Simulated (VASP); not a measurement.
# H11C2NO4 in VASP: notebook

H11C2NO4 is run at these levels: PBE+D3(BJ); tasks: single point.

Everything below comes from runs of VASP 6.6.1. Logs are shortened: lines on timing, memory, paths and dates and some standing lists are left out, and cuts for length are marked.

### Step 1. The cell of the first run

The cell holds a disordered packing, 18 atoms: a = 5.915 Å, b = 5.915 Å, c = 5.915 Å, α = 90.00°, β = 90.00°, γ = 90.00°.

### Step 2. Single point, PBE+D3(BJ)

File INCAR:

```
SYSTEM = H11C2NO4
ALGO     = Normal         ! electronic algorithm
EDIFF    = 1E-6           ! SCF threshold, eV
ENCUT    = 1000           ! plane-wave cutoff, eV
GGA      = PE             ! functional
GGA_COMPAT= .FALSE.      
ISIF     = 2              ! what is computed and relaxed
ISMEAR   = -1             ! smearing method
IVDW     = 12             ! dispersion correction
LASPH    = .TRUE.         ! aspherical terms in the spheres
LCHARG   = .FALSE.        ! write CHGCAR
LREAL    = Auto         
LWAVE    = .FALSE.        ! write WAVECAR
NBANDS   = 39             ! bands
NELM     = 120            ! most SCF steps
PREC     = Accurate       ! precision mode
SIGMA    = 0.05           ! smearing width, eV
```

File KPOINTS:

```
k-points
0
G
  1 1 1
  0 0 0
```

File POSCAR:

```
H11C2NO4
1.0
    5.9154820000      0.0000000000      0.0000000000
    0.0000000000      5.9154820000      0.0000000000
    0.0000000000      0.0000000000      5.9154820000
O H C N
4 11 2 1
Direct
    0.6526602566      0.5772648788      0.4826149416
    0.4131362415      0.2307504274      0.5202112017
    0.4269812671      0.8494151449      0.7643840350
   -0.0037359593      0.4100933787      0.7588223580
    0.7237618169      0.5973308684      0.3350699064
    0.5617462787      0.4273700774      0.4674344373
    0.4542148890      0.0940582695      0.6119873241
    0.3136684382      0.1536307608      0.4045824161
    0.2816338550      0.7942548046      0.7147515621
    0.5195857244      0.7626935557      0.6547057366
   -0.1289835723      0.4251048351      0.6532350196
    0.1149525939      0.3275303686      0.6846948397
    0.6680436184      0.8528130083      1.0191561736
    0.8490770490      0.9688644138      0.8154703201
    0.8997407143      0.6834269803      0.9046769139
    0.8415713208      0.8474372841      0.9628632122
    0.9924296955      0.9437946054      1.1310489999
    1.0935203589      1.0001044716      1.2852545236
```

Potentials or basis: VASP PAW PBE potentials, release 64 (O_h, H_h, C_h, N_h).

The run is started by

```
$ cat potpaw_PBE.64/O_h/POTCAR potpaw_PBE.64/H_h/POTCAR potpaw_PBE.64/C_h/POTCAR potpaw_PBE.64/N_h/POTCAR > POTCAR
$ mpirun -np 1 vasp_gam > vasp.out
```

OUTCAR:

```text
SYSTEM = H11C2NO4
   EDIFF = 1E-6
   ENCUT = 1000
   GGA = PE
   ISIF = 2
   ISMEAR = -1
   IVDW = 12
   LASPH = .TRUE.
   LREAL = Auto
   NELM = 120
   PREC = Accurate
 IVDW          = 12

 ion  position               nearest neighbor table
   1  0.653  0.577  0.483-   5 0.98   6 1.04
   2  0.413  0.231  0.520-   7 1.00   8 1.01
   3  0.427  0.849  0.764-   9 0.97  10 0.99
   4  0.996  0.410  0.759-  12 0.96  11 0.97
   5  0.724  0.597  0.335-   1 0.98
   6  0.562  0.427  0.467-   1 1.04
   7  0.454  0.094  0.612-   2 1.00
   8  0.314  0.154  0.405-   2 1.01
   9  0.282  0.794  0.715-   3 0.97
  10  0.520  0.763  0.655-   3 0.99
  11  0.871  0.425  0.653-   4 0.97
  12  0.115  0.328  0.685-   4 0.96
  13  0.668  0.853  0.019-  16 1.08
  14  0.849  0.969  0.815-  16 1.13
  15  0.900  0.683  0.905-  16 1.09
  16  0.842  0.847  0.963-  13 1.08  15 1.09  14 1.13  17 1.45
  17  0.992  0.944  0.131-  18 1.14  16 1.45
  18  0.094  0.000  0.285-  17 1.14

  LATTYP: Found a simple cubic cell.
 ALAT       =     5.9154820000

  Lattice vectors:

 A1 = (   5.9154820000,   0.0000000000,   0.0000000000)
 A2 = (   0.0000000000,   5.9154820000,   0.0000000000)
 A3 = (   0.0000000000,   0.0000000000,   5.9154820000)

Analysis of symmetry for initial positions (statically):
=====================================================================
 Subroutine PRICEL returns:
 Original cell was already a primitive cell.

 Routine SETGRP: Setting up the symmetry group for a
 simple cubic supercell.

 Subroutine GETGRP returns: Found  1 space group operations
 (whereof  1 operations were pure point group operations)
 out of a pool of 48 trial point group operations.

The static configuration has the point symmetry C_1 .

Analysis of symmetry for dynamics (positions and initial velocities):
=====================================================================
 Subroutine PRICEL returns:
 Original cell was already a primitive cell.

 Routine SETGRP: Setting up the symmetry group for a
 simple cubic supercell.

 Subroutine GETGRP returns: Found  1 space group operations
 (whereof  1 operations were pure point group operations)
 out of a pool of 48 trial point group operations.

The dynamic configuration has the point symmetry C_1 .

 Subroutine INISYM returns: Found  1 space group operations
 (whereof  1 operations are pure point group operations),
 and found     1 'primitive' translations

[... 105 lines left out ...]
   NSW    =      0    number of steps for IOM
   IBRION =     -1    ionic relax: 0-MD 1-quasi-New 2-CG
   NFREE  =      0    steps in history (QN), initial steepest desc. (CG)
   ISIF   =      2    stress and relaxation
   ISYM   =      2    0-nonsym 1-usesym 2-fastsym
   POTIM  = 0.5000    time-step for ionic-motion
   TEBEG  =    0.0;   TEEND  =   0.0 temperature during run
   PSTRESS=    0.0 pullay stress
   NELECT =      48.0000    total number of electrons
   NUPDOWN=      -1.0000    fix difference up-down
   EMIN   =  10.00;   EMAX   =-10.00  energy-range for DOS
   EFERMI =   0.00;   METHOD = LEGACY
   ISMEAR =    -1;   SIGMA  =   0.05  broadening in eV -4-tet -1-fermi 0-gaus
   EFERMI_NEDOS =   21; number of points for ismear=-14 and -15
   IALGO  =     38    algorithm
   IMIX   =      4    mixing-type and parameters
     AMIX     =   0.40;   BMIX     =  1.00
     AMIX_MAG =   1.60;   BMIX_MAG =  1.00
  volume/ion in A,a.u.               =      11.50        77.61
  Fermi-wavevector in a.u.,A,eV,Ry     =   1.005769  1.900629 13.763275  1.011572
  Thomas-Fermi vector in A             =   2.138470
   LORBIT       =      0    0 simple, 1 ext, 2 COOP (PROOUT), +10 PAW based schemes
   GGA     = PE    functional components
   LHFCALC =     F    Hartree Fock is set to
   AEXX    =    0.0000 exact exchange contribution
   IVDW    =    12    specifies the selected vdW correction
   LEPSILON=     F    determine dielectric tensor
   LRPA    =     F    only Hartree local field effects (RPA)
 non-spin polarized calculation
  energy-cutoff  :     1000.00
  volume of cell :      207.00
 maximum number of plane-waves:      7398
 NGX is ok and might be reduce to    64
   NGX = 31   NGY = 31   NGZ = 31

 number of electron      48.0000000 magnetization

 Free energy of the ion-electron system (eV)
  ---------------------------------------------------
  ext. energy  EPLUGINS =         0.00000000
  ---------------------------------------------------
  free energy    TOTEN  =       -95.35360956 eV

  energy without entropy =      -95.35360956  energy(sigma->0) =      -95.35360956

 E-fermi :  -2.3198     XC(G=0):  -6.4980

 val. band max:       -3.5288603553   @ k =   0.0000   0.0000   0.0000
 cond. band min:       1.6640602169   @ k =   0.0000   0.0000   0.0000
 fundamental gap:      5.1929205721
 Fermi energy:        -2.3197850920

 k-point     1 :       0.0000    0.0000    0.0000
  band No.  band energies     occupation
      1     -22.3827      2.00000
      2     -21.7782      2.00000
      3     -21.4100      2.00000
      4     -21.3386      2.00000
      5     -19.7531      2.00000
      6     -15.6365      2.00000
[... 28 lines left out ...]
     35       7.4475      0.00000
     36       7.7076      0.00000
 [bands above 36 left out]

------------------------ aborting loop because EDIFF is reached ----------------------------------------

 Edisp (eV)   -0.66402

 E8    (eV) :    -0.1438

  FORCE on cell =-STRESS in cart. coord.  units (eV):
  Direction    XX          YY          ZZ          XY          YZ          ZX
  --------------------------------------------------------------------------------------
  -------------------------------------------------------------------------------------
  Total       3.27173     0.43564     2.11560    -0.43411     1.04308     1.96677
  in kB      25.32318     3.37181    16.37475    -3.35998     8.07343    15.22277
  external pressure =       15.02 kB  Pullay stress =        0.00 kB

 VOLUME and BASIS-vectors are now :
 -----------------------------------------------------------------------------
  energy-cutoff  :     1000.00
  volume of cell :      207.00
      direct lattice vectors                 reciprocal lattice vectors
     5.915482000  0.000000000  0.000000000     0.169047932  0.000000000  0.000000000
     0.000000000  5.915482000  0.000000000     0.000000000  0.169047932  0.000000000
     0.000000000  0.000000000  5.915482000     0.000000000  0.000000000  0.169047932

 POSITION                                       TOTAL-FORCE (eV/Angst)
 -----------------------------------------------------------------------------------
      3.86080      3.41480      2.85490         0.145625     -0.612512     -0.714634
      2.44390      1.36500      3.07730        -0.533325     -0.980843     -0.501538
      2.52580      5.02470      4.52170        -0.187909     -0.022548     -0.554009
      5.89338      2.42590      4.48880        -0.208879      0.039032      0.688376
      4.28140      3.53350      1.98210        -0.104573      0.160605      0.310695
      3.32300      2.52810      2.76510         0.112869      0.560022      0.350884
[... 10 lines left out ...]
      5.87070      5.58300      0.77522        -2.012428     -1.567182     -1.707924
      0.55322      0.00062      1.68742         1.521451      0.989238      1.744205
 -----------------------------------------------------------------------------------
    total drift:                               -0.000342     -0.000760     -0.001681

  FREE ENERGIE OF THE ION-ELECTRON SYSTEM (eV)
  ---------------------------------------------------
  free  energy   TOTEN  =       -96.0176334982 eV

  energy  without entropy=      -96.0176334981  energy(sigma->0) =      -96.01763350
```

OSZICAR:

```text
N       E                     dE             d eps       ncg     rms          rms(c)
DAV:   1     0.542584571286E+03    0.54258E+03   -0.33982E+04    78   0.184E+03
DAV:   2     0.709661135488E+01   -0.53549E+03   -0.48644E+03   101   0.316E+02
DAV:   3    -0.100185570989E+03   -0.10728E+03   -0.10547E+03    93   0.145E+02
DAV:   4    -0.104886069773E+03   -0.47005E+01   -0.46581E+01   108   0.332E+01
DAV:   5    -0.105023080018E+03   -0.13701E+00   -0.13695E+00   101   0.538E+00    0.183E+01
DAV:   6    -0.961656716163E+02    0.88574E+01   -0.22134E+01   100   0.224E+01    0.733E+00
DAV:   7    -0.955265375311E+02    0.63913E+00   -0.16643E+00   100   0.658E+00    0.418E+00
DAV:   8    -0.953550216686E+02    0.17152E+00   -0.43938E-01   100   0.391E+00    0.118E+00
DAV:   9    -0.953512291410E+02    0.37925E-02   -0.53698E-02    92   0.133E+00    0.422E-01
DAV:  10    -0.953533462675E+02   -0.21171E-02   -0.18247E-02   108   0.887E-01    0.199E-01
DAV:  11    -0.953537732645E+02   -0.42700E-03   -0.41288E-03    92   0.397E-01    0.712E-02
DAV:  12    -0.953537983208E+02   -0.25056E-04   -0.77119E-04    92   0.170E-01    0.444E-02
DAV:  13    -0.953536417854E+02    0.15654E-03   -0.12492E-04    92   0.801E-02    0.110E-02
DAV:  14    -0.953536164525E+02    0.25333E-04   -0.30690E-05    92   0.316E-02    0.890E-03
DAV:  15    -0.953536100040E+02    0.64485E-05   -0.65021E-06   100   0.184E-02    0.239E-03
DAV:  16    -0.953536095554E+02    0.44864E-06   -0.16084E-06    92   0.775E-03
   1 F= -.96017633E+02 E0= -.96017633E+02  d E =-.794007E-10
```

stdout:

```text
POSCAR found type information on POSCAR O H C N
 POSCAR found :  4 types and      18 ions
 scaLAPACK will be used
 LDA part: xc-table for (Slater+PW92), standard interpolation
 POSCAR, INCAR and KPOINTS ok, starting setup
 FFT: planning ... GRIDC
 FFT: planning ... GRID_SOFT
 FFT: planning ... GRID
 WAVECAR not read
 entering main loop
```

Run time: 25 s. Hardware: 1 thread of AMD EPYC 9R45 (Zen 5), shared host; peak memory 0.5 GiB.

What came out:

| Item | Value |
| --- | --- |
| Free energy | -96.0176 eV |
| Pressure | 1.5 GPa |
| Largest force | 3.070 eV/Å |
| Dispersion energy per atom | -0.037 eV |

Forces in eV/Å, atoms in the order of the input:
```
O    0.146 -0.613 -0.715
O   -0.533 -0.981 -0.502
O   -0.188 -0.023 -0.554
O   -0.209  0.039  0.688
H   -0.105  0.161  0.311
H    0.113  0.560  0.351
H   -0.111  0.396  0.219
H    0.212  0.526  0.406
H   -0.705  0.010  0.186
H    0.484 -0.248  0.000
H   -0.094  0.217 -0.408
H    0.627 -0.280 -0.452
H   -0.437 -0.144  0.328
H   -0.055 -0.548  0.387
H    0.077 -0.476  0.125
C    1.269  1.981 -0.407
C   -2.012 -1.567 -1.708
N    1.521  0.989  1.744
```

Stress tensor (GPa, compression positive):
```
 2.53 -0.34  1.52
-0.34  0.34  0.81
 1.52  0.81  1.64
```

Caveat: the k points lie up to 1.06 Å⁻¹ apart, too coarse for converged energies, forces and pressures.

(Continued in part 2 of 2.)
